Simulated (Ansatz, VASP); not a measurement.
**Two plane-wave programs on CdHg2Te3**

Contents of INCAR:

```
SYSTEM = CdHg2Te3
  ALGO = Normal
  EDIFF = 1E-6
  ENCUT = 520
  GGA = PE
  ISIF = 2
  ISMEAR = 0
  LASPH = .True.
  LCHARG = .True.
  LELF = .True.
  LREAL = .False.
  LVHAR = .True.
  LWAVE = .False.
  NBANDS = 36
  NELM = 100
  PREC = Accurate
  SIGMA = 0.1
```

File KPOINTS:

```
k-points
0
Gamma
  6 6 6
  0 0 0
```

POSCAR

```
CdHg2Te3
1.0
   -2.2043339200      2.2043339200      9.3521967900
    2.2043339200     -2.2043339200      9.3521967900
    2.2043339200      2.2043339200     -9.3521967900
Cd Hg Te
1 2 3
Direct
    0.5000000000      0.5000000000      0.0000000000
    0.8333333300      0.8333333300      0.0000000000
    0.1666666700      0.1666666700      0.0000000000
    0.6666666700      0.6666666700      0.0000000000
    0.0000000000      0.0000000000      0.0000000000
    0.3333333300      0.3333333300      0.0000000000
```

Input for Ansatz:

```yaml
crystal:
  lattice:
    - [-2.20433392, 2.20433392, 9.35219679]
    - [2.20433392, -2.20433392, 9.35219679]
    - [2.20433392, 2.20433392, -9.35219679]
  atoms:
    - { symbol: Cd, position: [0.5, 0.5, 0.0] }
    - { symbol: Hg, position: [0.83333333, 0.83333333, 0.0] }
    - { symbol: Hg, position: [0.16666667, 0.16666667, 0.0] }
    - { symbol: Te, position: [0.66666667, 0.66666667, 0.0] }
    - { symbol: Te, position: [0.0, 0.0, 0.0] }
    - { symbol: Te, position: [0.33333333, 0.33333333, 0.0] }
basis:
  ecutwfc: 420
kpoints:
  mp_grid: { grid: [6, 6, 6] }
hamiltonian:
  xc: pbe
scf:
  occupations: { method: gaussian, width: 0.1 }
  lower_state_search: "off"
output:
  forces: true
  stress: true
  eigenvalues: true
```

Alike in both runs: task single point; functional PBE; k mesh 6 × 6 × 6; occupations gaussian, width 0.1 eV; no spin polarisation.

```csv
,VASP,Ansatz
version,VASP 6.6.1,Ansatz 0.2.0
potentials or method,"VASP PAW PBE potentials, release 64 (Cd, Hg, Te), cutoff 520 eV","scalar-relativistic, plane waves, PAW"
valence electrons in the cell,54,108
```

VASP gave:

```
gap on the k mesh at the Fermi level (eV)                     : none
pressure (GPa)                                                : -1.9
traceless stress, the component that is largest in VASP (GPa) : 0.34
rms of the force components (eV/Å)                            : 0.063
```

Question: What did Ansatz give for the same quantities?

Answer: gap on the k mesh at the Fermi level (eV): none; pressure (GPa): -2.0; traceless stress, the component that is largest in VASP (GPa): 0.34; rms of the force components (eV/Å): 0.062.

Atom by atom the forces differ by 0.000 eV/Å (rms over components). A gap of «none» marks a metal or a gap that the smearing closes. VASP's potentials hold 54 valence electrons a cell and Ansatz's 108, so a difference there can come from the potentials and not from the codes.

Spin-orbit coupling is off throughout.
